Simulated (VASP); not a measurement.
# Cd4Te3 in VASP: a series of runs

Cd4Te3 is run at these levels: PBE; tasks: single point.

Program: VASP 6.6.1. These are calculated values, not measurements. Logs are shortened: lines on timing, memory, paths and dates and some standing lists are left out, and cuts for length are marked.

## Step 1: The cell of the first run

The cell holds a slab with vacuum, 7 atoms: a = 4.679 Å, b = 4.679 Å, c = 24.926 Å, α = 90.00°, β = 90.00°, γ = 90.00°.

## Step 2: Single point, PBE

The input, INCAR:

```
SYSTEM = Cd4Te3
ALGO = Normal
DIPOL = 0.5 0.5 0.500
EDIFF = 1E-6
ENCUT = 520
GGA = PE
IDIPOL = 3
ISIF = 2
ISMEAR = 0
LASPH = .True.
LCHARG = .False.
LDIPOL = .True.
LREAL = .False.
LWAVE = .False.
NBANDS = 42
NELM = 60
PREC = Accurate
SIGMA = 0.05
```

The input, KPOINTS:

```
k-points
0
Gamma
  8 8 1
  0 0 0
```

The input, POSCAR:

```
Cd4Te3
1.0
    4.6791895935      0.0000000000      0.0000000000
    0.0000000000      4.6791895935      0.0000000000
    0.0000000000      0.0000000000     24.9260600760
Cd Te
4 3
Direct
    0.5000000000      0.5000000000      0.3008899111
    0.0000000000      0.0000000000      0.4336299704
    0.5000000000      0.5000000000      0.5663700296
    0.0000000000      0.0000000000      0.6991100889
    0.5000000000      0.0000000000      0.3672599407
    0.0000000000      0.5000000000      0.5000000000
    0.5000000000      0.0000000000      0.6327400593
```

Potentials or basis: VASP PAW PBE potentials, release 64 (Cd, Te).

The run is started by

```sh
$ cat potpaw_PBE.64/Cd/POTCAR potpaw_PBE.64/Te/POTCAR > POTCAR
$ mpirun -np 1 vasp_std > vasp.out
```

OUTCAR:

```text
SYSTEM = Cd4Te3
   EDIFF = 1E-6
   ENCUT = 520
   GGA = PE
   ISIF = 2
   ISMEAR = 0
   LASPH = .True.
   LREAL = .False.
   NELM = 60
   PREC = Accurate

 ion  position               nearest neighbor table
   1  0.500  0.500  0.301-   5 2.87   5 2.87
   2  0.000  0.000  0.434-   6 2.87   6 2.87   5 2.87   5 2.87
   3  0.500  0.500  0.566-   6 2.87   6 2.87   7 2.87   7 2.87
   4  0.000  0.000  0.699-   7 2.87   7 2.87
   5  0.500  0.000  0.367-   1 2.87   1 2.87   2 2.87   2 2.87
   6  0.000  0.500  0.500-   2 2.87   3 2.87   2 2.87   3 2.87
   7  0.500  0.000  0.633-   4 2.87   4 2.87   3 2.87   3 2.87

  LATTYP: Found a simple tetragonal cell.
 ALAT       =     4.6791895935
 C/A-ratio  =     5.3270036569

  Lattice vectors:

 A1 = (   4.6791895935,   0.0000000000,   0.0000000000)
 A2 = (   0.0000000000,   4.6791895935,   0.0000000000)
 A3 = (   0.0000000000,   0.0000000000,  24.9260600760)

Analysis of symmetry for initial positions (statically):
=====================================================================
 Subroutine PRICEL returns:
 Original cell was already a primitive cell.

 Routine SETGRP: Setting up the symmetry group for a
 simple tetragonal supercell.

 Subroutine GETGRP returns: Found  8 space group operations
 (whereof  4 operations were pure point group operations)
 out of a pool of 16 trial point group operations.

The static configuration has the point symmetry C_2v.
 The point group associated with its full space group is D_2d.

Analysis of symmetry for dynamics (positions and initial velocities):
=====================================================================
 Subroutine PRICEL returns:
 Original cell was already a primitive cell.

 Routine SETGRP: Setting up the symmetry group for a
 simple tetragonal supercell.

 Subroutine GETGRP returns: Found  8 space group operations
 (whereof  4 operations were pure point group operations)
 out of a pool of 16 trial point group operations.

The dynamic configuration has the point symmetry C_2v.
 The point group associated with its full space group is D_2d.

 Subroutine INISYM returns: Found  8 space group operations
 (whereof  4 operations are pure point group operations),
 and found     1 'primitive' translations

----------------------------------------------------------------------------------------

                                     Primitive cell

  volume of cell :     545.7515

[... 98 lines left out ...]
   PSTRESS=    0.0 pullay stress
   NELECT =      66.0000    total number of electrons
   NUPDOWN=      -1.0000    fix difference up-down
   EMIN   =  10.00;   EMAX   =-10.00  energy-range for DOS
   EFERMI =   0.00;   METHOD = LEGACY
   ISMEAR =     0;   SIGMA  =   0.05  broadening in eV -4-tet -1-fermi 0-gaus
   EFERMI_NEDOS =   21; number of points for ismear=-14 and -15
   IALGO  =     38    algorithm
   IMIX   =      4    mixing-type and parameters
     AMIX     =   0.40;   BMIX     =  1.00
     AMIX_MAG =   1.60;   BMIX_MAG =  1.00
  volume/ion in A,a.u.               =      77.96       526.13
  Fermi-wavevector in a.u.,A,eV,Ry     =   0.809576  1.529878  8.917448  0.655414
  Thomas-Fermi vector in A             =   1.918593
   LORBIT       =      0    0 simple, 1 ext, 2 COOP (PROOUT), +10 PAW based schemes
   GGA     = PE    functional components
   LHFCALC =     F    Hartree Fock is set to
   AEXX    =    0.0000 exact exchange contribution
   IVDW    =     0    specifies the selected vdW correction
   LEPSILON=     F    determine dielectric tensor
   LRPA    =     F    only Hartree local field effects (RPA)
 non-spin polarized calculation
 Gauss-broadening in eV      SIGMA  =   0.05
  energy-cutoff  :      520.00
  volume of cell :      545.75
 maximum number of plane-waves:     14765
 NGX is ok and might be reduce to    36
   NGX = 17   NGY = 17   NGZ = 93

 dipolmoment           0.000000      0.000000      0.000000 electrons x Angstroem

 number of electron      65.9999998 magnetization

 dipolmoment           0.000000      0.000000     -0.000000 electrons x Angstroem

 Free energy of the ion-electron system (eV)
  ---------------------------------------------------
  ext. energy  EPLUGINS =         0.00000000
  ---------------------------------------------------
  free energy    TOTEN  =       -12.68385641 eV

  energy without entropy =      -12.67306519  energy(sigma->0) =      -12.67846080

 E-fermi :  -0.9498     XC(G=0):  -4.4829

 val. band max:       -0.9515857536   @ k =   0.3750   0.2500   0.0000
 cond. band min:      -0.9421889829   @ k =   0.0000   0.0000   0.0000
 fundamental gap:      0.0093967706
 Fermi energy:        -0.9498352260

 k-point     1 :       0.0000    0.0000    0.0000
  band No.  band energies     occupation
      1     -12.7255      2.00000
      2     -12.6122      2.00000
      3     -12.3866      2.00000
      4      -9.9880      2.00000
      5      -9.9880      2.00000
      6      -9.9547      2.00000
[... 664 lines left out ...]
     41       2.8461      0.00000
     42       3.8771      0.00000

------------------------ aborting loop because EDIFF is reached ----------------------------------------

 vacuum level on the upper side and lower side of the slab       (xc-potential included)        -0.006        -0.006

  FORCE on cell =-STRESS in cart. coord.  units (eV):
  Direction    XX          YY          ZZ          XY          YZ          ZX
  --------------------------------------------------------------------------------------
  -------------------------------------------------------------------------------------
  Total        1.3203976      1.3203976      1.4720179      0.0000000      0.0000000      0.0000000
  in kB        3.8763268      3.8763268      4.3214426      0.0000000      0.0000000      0.0000000
  external PRESSURE =       4.0246987 kB  Pullay stress =       0.0000000 kB

 VOLUME and BASIS-vectors are now :
 -----------------------------------------------------------------------------
  energy-cutoff  :      520.00
  volume of cell :      545.75
      direct lattice vectors                 reciprocal lattice vectors
     4.679189594  0.000000000  0.000000000     0.213712221  0.000000000  0.000000000
     0.000000000  4.679189594  0.000000000     0.000000000  0.213712221  0.000000000
     0.000000000  0.000000000 24.926060076     0.000000000  0.000000000  0.040118655

 POSITION                                       TOTAL-FORCE (eV/Angst)
 -----------------------------------------------------------------------------------
      2.33959      2.33959      7.50000         0.000000      0.000000     -0.203750
      0.00000      0.00000     10.80869         0.000000      0.000000      0.098408
      2.33959      2.33959     14.11737         0.000000      0.000000     -0.098408
      0.00000      0.00000     17.42606         0.000000      0.000000      0.203750
      2.33959      0.00000      9.15434         0.000000      0.000000      0.031248
      0.00000      2.33959     12.46303         0.000000      0.000000      0.000000
      2.33959      0.00000     15.77172         0.000000      0.000000     -0.031248
 -----------------------------------------------------------------------------------
    total drift:                                0.000000      0.000000      0.000000

  FREE ENERGIE OF THE ION-ELECTRON SYSTEM (eV)
  ---------------------------------------------------
  free  energy   TOTEN  =       -12.6838564097 eV

  energy  without entropy=      -12.6730651933  energy(sigma->0) =      -12.67846080

 vacuum level on the upper side and lower side of the slab         3.028         3.028
```

OSZICAR:

```text
N       E                     dE             d eps       ncg     rms          rms(c)
DAV:   1     0.456780253793E+03    0.45678E+03   -0.25402E+04  1260   0.123E+03
DAV:   2     0.213208951555E+02   -0.43546E+03   -0.41500E+03  1458   0.287E+02
DAV:   3    -0.126204833440E+02   -0.33941E+02   -0.33526E+02  1468   0.813E+01
DAV:   4    -0.135187550645E+02   -0.89827E+00   -0.89674E+00  1568   0.117E+01
[... 12 lines left out ...]
DAV:  17    -0.126838449896E+02   -0.87780E-05   -0.19460E-06   936   0.356E-03    0.256E-03
DAV:  18    -0.126838518843E+02   -0.68947E-05   -0.20646E-06   944   0.329E-03    0.164E-03
DAV:  19    -0.126838544353E+02   -0.25510E-05   -0.61183E-07   930   0.166E-03    0.138E-03
DAV:  20    -0.126838556446E+02   -0.12093E-05   -0.17281E-07   906   0.118E-03    0.395E-04
DAV:  21    -0.126838564097E+02   -0.76515E-06   -0.10738E-07   890   0.653E-04
   1 F= -.12683856E+02 E0= -.12678461E+02  d E =-.107912E-01
```

stdout:

```text
POSCAR found type information on POSCAR CdTe
 POSCAR found :  2 types and       7 ions
 scaLAPACK will be used
 LDA part: xc-table for (Slater+PW92), standard interpolation
 POSCAR, INCAR and KPOINTS ok, starting setup
 FFT: planning ... GRIDC
 FFT: planning ... GRID_SOFT
 FFT: planning ... GRID
 WAVECAR not read
 entering main loop
```

It took 8.6 min on 1 thread of Intel Xeon Platinum 8259CL at 2.50GHz (Skylake/Cascade Lake), shared host; peak memory 0.69 GiB.

Results:

| Quantity | Value |
| --- | --- |
| Free energy | -12.6839 eV |
| Largest force | 0.204 eV/Å |
| Band gap on the k mesh | zero (bands 33 and 34 overlap by 0.35 eV) |

Forces on the atoms (eV/Å):
```
Cd   0.000  0.000 -0.204
Cd   0.000  0.000  0.098
Cd   0.000  0.000 -0.098
Cd   0.000  0.000  0.204
Te   0.000  0.000  0.031
Te   0.000  0.000  0.000
Te   0.000  0.000 -0.031
```

Caveat: spin-orbit coupling is left out, which moves the levels of the heavy elements.

## Step 3: Single point, PBE

The input, INCAR:

```
SYSTEM = Cd4Te3
ALGO     = Normal         ! electronic algorithm
DIPOL    = 0.5 0.5 0.500
EDIFF    = 1E-6           ! SCF threshold, eV
ENCUT    = 520            ! plane-wave cutoff, eV
GGA      = PE             ! functional
IDIPOL   = 3            
ISIF     = 2              ! what is computed and relaxed
ISMEAR   = 0              ! smearing method
LASPH    = .True.         ! aspherical terms in the spheres
LCHARG   = .True.         ! write CHGCAR
LDIPOL   = .True.       
LELF     = .True.         ! ELF
LREAL    = .False.        ! projectors in reciprocal space
LVACPOTAV= .True.       
LVHAR    = .True.       
LWAVE    = .False.        ! write WAVECAR
NBANDS   = 42             ! bands
NELM     = 100            ! most SCF steps
PREC     = Accurate       ! precision mode
SIGMA    = 0.05           ! smearing width, eV
```

KPOINTS is that of step 2.

The input, POSCAR:

```
Cd4Te3
1.0
    4.6791895935      0.0000000000      0.0000000000
    0.0000000000      4.6791895935      0.0000000000
    0.0000000000      0.0000000000     24.9260600760
Cd Te
4 3
Direct
    0.5000000000      0.5000000000      0.2959760989
    0.0000000000      0.0000000000      0.4331460949
    0.5000000000      0.5000000000      0.5668539128
    0.0000000000      0.0000000000      0.7040238807
    0.5000000000      0.0000000000      0.3650617626
    0.0000000000      0.5000000000      0.4999999964
    0.5000000000      0.0000000000      0.6349382537
```

Potentials or basis: VASP PAW PBE potentials, release 64 (Cd, Te).

The run is started by

```sh
$ cat potpaw_PBE.64/Cd/POTCAR potpaw_PBE.64/Te/POTCAR > POTCAR
$ mpirun -np 1 vasp_std > vasp.out
```

OUTCAR:

```text
SYSTEM = Cd4Te3
   EDIFF = 1E-6
   ENCUT = 520
   GGA = PE
   ISIF = 2
   ISMEAR = 0
   LASPH = .True.
   LREAL = .False.
   NELM = 100
   PREC = Accurate

 ion  position               nearest neighbor table
   1  0.500  0.500  0.296-   5 2.91   5 2.91
   2  0.000  0.000  0.433-   6 2.87   6 2.87   5 2.89   5 2.89
   3  0.500  0.500  0.567-   6 2.87   6 2.87   7 2.89   7 2.89
   4  0.000  0.000  0.704-   7 2.91   7 2.91
   5  0.500  0.000  0.365-   2 2.89   2 2.89   1 2.91   1 2.91
   6  0.000  0.500  0.500-   2 2.87   2 2.87   3 2.87   3 2.87
   7  0.500  0.000  0.635-   3 2.89   3 2.89   4 2.91   4 2.91

  LATTYP: Found a simple tetragonal cell.
 ALAT       =     4.6791895935
 C/A-ratio  =     5.3270036569

  Lattice vectors:

 A1 = (   4.6791895935,   0.0000000000,   0.0000000000)
 A2 = (   0.0000000000,   4.6791895935,   0.0000000000)
 A3 = (   0.0000000000,   0.0000000000,  24.9260600760)

Analysis of symmetry for initial positions (statically):
=====================================================================
 Subroutine PRICEL returns:
 Original cell was already a primitive cell.

 Routine SETGRP: Setting up the symmetry group for a
 simple tetragonal supercell.

 Subroutine GETGRP returns: Found  8 space group operations
 (whereof  4 operations were pure point group operations)
 out of a pool of 16 trial point group operations.

The static configuration has the point symmetry C_2v.
 The point group associated with its full space group is D_2d.

Analysis of symmetry for dynamics (positions and initial velocities):
=====================================================================
 Subroutine PRICEL returns:
 Original cell was already a primitive cell.

 Routine SETGRP: Setting up the symmetry group for a
 simple tetragonal supercell.

 Subroutine GETGRP returns: Found  8 space group operations
[... 129 lines left out ...]
   GGA     = PE    functional components
   LHFCALC =     F    Hartree Fock is set to
   AEXX    =    0.0000 exact exchange contribution
   IVDW    =     0    specifies the selected vdW correction
   LEPSILON=     F    determine dielectric tensor
   LRPA    =     F    only Hartree local field effects (RPA)
 non-spin polarized calculation
 Gauss-broadening in eV      SIGMA  =   0.05
  energy-cutoff  :      520.00
  volume of cell :      545.75
 maximum number of plane-waves:     14765
 NGX is ok and might be reduce to    36
   NGX = 17   NGY = 17   NGZ = 93

 number of electron      66.0000004 magnetization

 dipolmoment           0.000000      0.000000      0.000009 electrons x Angstroem

 Free energy of the ion-electron system (eV)
  ---------------------------------------------------
  ext. energy  EPLUGINS =         0.00000000
  ---------------------------------------------------
  free energy    TOTEN  =       -12.70739056 eV

  energy without entropy =      -12.69629868  energy(sigma->0) =      -12.70184462

 E-fermi :  -1.0155     XC(G=0):  -4.5141

 val. band max:       -1.0156230214   @ k =   0.3750   0.2500   0.0000
 cond. band min:      -1.0013524224   @ k =   0.2500   0.2500   0.0000
 fundamental gap:      0.0142705990
 Fermi energy:        -1.0155494653

 k-point     1 :       0.0000    0.0000    0.0000
  band No.  band energies     occupation
      1     -12.6173      2.00000
      2     -12.4691      2.00000
      3     -12.3145      2.00000
      4      -9.9313      2.00000
      5      -9.9313      2.00000
      6      -9.9009      2.00000
[... 664 lines left out ...]
     41       2.7104      0.00000
     42       3.7930      0.00000

------------------------ aborting loop because EDIFF is reached ----------------------------------------

  FORCE on cell =-STRESS in cart. coord.  units (eV):
  Direction    XX          YY          ZZ          XY          YZ          ZX
  --------------------------------------------------------------------------------------
  -------------------------------------------------------------------------------------
  Total        0.3502022      0.3502022      0.1405121      0.0000000      0.0000000      0.0000000
  in kB        1.0280981      1.0280981      0.4125051      0.0000000      0.0000000      0.0000000
  external PRESSURE =       0.8229004 kB  Pullay stress =       0.0000000 kB

 VOLUME and BASIS-vectors are now :
 -----------------------------------------------------------------------------
  energy-cutoff  :      520.00
  volume of cell :      545.75
      direct lattice vectors                 reciprocal lattice vectors
     4.679189594  0.000000000  0.000000000     0.213712221  0.000000000  0.000000000
     0.000000000  4.679189594  0.000000000     0.000000000  0.213712221  0.000000000
     0.000000000  0.000000000 24.926060076     0.000000000  0.000000000  0.040118655

 POSITION                                       TOTAL-FORCE (eV/Angst)
 -----------------------------------------------------------------------------------
      2.33959      2.33959      7.37752         0.000000      0.000000     -0.015157
      0.00000      0.00000     10.79663         0.000000      0.000000      0.000168
      2.33959      2.33959     14.12943         0.000000      0.000000     -0.000168
      0.00000      0.00000     17.54854         0.000000      0.000000      0.015157
      2.33959      0.00000      9.09955         0.000000      0.000000     -0.000429
      0.00000      2.33959     12.46303         0.000000      0.000000      0.000000
      2.33959      0.00000     15.82651         0.000000      0.000000      0.000429
 -----------------------------------------------------------------------------------
    total drift:                                0.000000      0.000000      0.000905

  FREE ENERGIE OF THE ION-ELECTRON SYSTEM (eV)
  ---------------------------------------------------
  free  energy   TOTEN  =       -12.7073905566 eV

  energy  without entropy=      -12.6962986804  energy(sigma->0) =      -12.70184462

 vacuum level on the upper side and lower side of the slab         2.998         2.998
```

It took 9.5 min on 1 thread of Intel Xeon Platinum 8259CL at 2.50GHz (Skylake/Cascade Lake), shared host; peak memory 0.67 GiB.

Results:

```yaml
Free_energy: -12.7074 eV
Largest_force: 0.015 eV/Å
Band_gap_on_the_k_mesh: zero (bands 33 and 34 overlap by 0.35 eV)
```

Forces on the atoms (eV/Å):
```
Cd   0.000  0.000 -0.015
Cd   0.000  0.000  0.000
Cd   0.000  0.000  0.000
Cd   0.000  0.000  0.015
Te   0.000  0.000  0.000
Te   0.000  0.000  0.000
Te   0.000  0.000  0.000
```

Caveat: spin-orbit coupling is left out, which moves the levels of the heavy elements.
